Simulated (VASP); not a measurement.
Wanted: the native input for a VASP 6.6.1 run.

```yaml
Task: single point
Functional: r2SCAN
Potentials_or_basis: VASP PAW PBE potentials, release 64 (Pt)
Cutoff: 550 eV
k_mesh: 16 × 16 × 16
Occupations: gaussian, width 0.15 eV
Spin: no spin polarisation
Dipole_correction: no
Further_INCAR_settings: ALGO = Normal; EDIFF = 1e-06; NBANDS = 11
```

The system is Pt.

```xyz
1
Lattice="-1.3553 1.6861 1.6942 1.3588 -1.6861 1.6913 1.3534 1.6876 -1.6942" Properties=species:S:1:pos:R:3 pbc="T T T"
Pt    0.0000    0.0000    0.0000
```

This cell differs from its parent crystal: cell sheared at random, sigma 0.01, atoms nudged by 0.01 Å, then relaxed in part.

One way to write it, as run:

POSCAR

```
Pt
1.0
   -1.3552755567      1.6860590646      1.6942178240
    1.3587897730     -1.6860914717      1.6913150394
    1.3534291357      1.6876129491     -1.6941824630
Pt
1
Direct
    0.0000000000      0.0000000000      0.0000000000
```

INCAR.step1

```
SYSTEM = Pt
ALGO = Normal ; EDIFF = 1E-5
ENCUT = 550 ; GGA = PE
GGA_COMPAT = .FALSE. ; ISMEAR = 0
LASPH = .TRUE. ; LCHARG = .FALSE.
LREAL = .FALSE. ; LWAVE = .TRUE.
NBANDS = 11 ; NELM = 120
PREC = Accurate ; SIGMA = 0.15
```

INCAR.step2

```
SYSTEM = Pt
ALGO = Normal ; EDIFF = 1E-6
ENCUT = 550 ; GGA_COMPAT = .FALSE.
ISIF = 2 ; ISMEAR = 0
ISTART = 1 ; LASPH = .TRUE.
LCHARG = .FALSE. ; LMIXTAU = .TRUE.
LREAL = .FALSE. ; LWAVE = .FALSE.
METAGGA = R2SCAN ; NBANDS = 11
NELM = 120 ; PREC = Accurate
SIGMA = 0.15
```

KPOINTS

```
k-points
0
G
  16 16 16
  0 0 0
```

Potentials or basis: VASP PAW PBE potentials, release 64 (Pt).

The run is started by

```sh
$ cat potpaw_PBE.64/Pt/POTCAR > POTCAR
$ cp INCAR.step1 INCAR
$ mpirun -np 1 vasp_std > vasp.out
$ cp INCAR.step2 INCAR
$ mpirun -np 1 vasp_std > vasp.out
```

Results of the run:

```json
{"Pressure": "0.7 GPa", "Band gap on the k mesh": "zero (band 5 reaches 11.31 eV, above the bottom of band 6 at 9.06 eV)"}
```

Caveat: the cell differs from its parent crystal (cell sheared at random, sigma 0.01, atoms nudged by 0.01 Å, then relaxed in part); the PAW data sets were made with another functional, which shifts forces and pressure a little; spin-orbit coupling is left out, which moves the levels of the heavy elements.

Wall time 4 min on 1 thread of Intel(R) Xeon(R) 6975P-C (Granite Rapids), on a shared host, peak memory 0.32 GiB.
